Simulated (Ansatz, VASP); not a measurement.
# P in VASP and in Ansatz

```
P
1.0
     2.64143    0.00000    0.00000
    -1.32072    2.28755    0.00000
     0.00000    0.00000    4.96109
P
2
Direct
  0.00000 0.00000 0.23638
  0.00000 0.00000 0.76362
```

Alike in both runs: functional PBE; k mesh 24 × 24 × 12; occupations gaussian, width 0.1 eV; no spin polarisation.

Ansatz relaxed the structure, and its values are those at the end. VASP's run is a single point on that final structure, the one shown.

|  | VASP | Ansatz |
| --- | --- | --- |
| version | VASP 6.6.1 | Ansatz 0.2.0 |
| potentials or method | VASP PAW PBE potentials, release 64 (P), cutoff 520 eV | scalar-relativistic, plane waves, PAW |
| valence electrons in the cell | 10 | 10 |

VASP gave:

```
gap on the k mesh at the Fermi level (eV) : none
pressure (GPa)                            : -0.2
rms of the force components (eV/Å)        : 0.016
```

Q: What did Ansatz give for the same quantities?

A: gap on the k mesh at the Fermi level (eV): none; pressure (GPa): 0.0; rms of the force components (eV/Å): 0.000.

A gap of «none» marks a metal or a gap that the smearing closes.
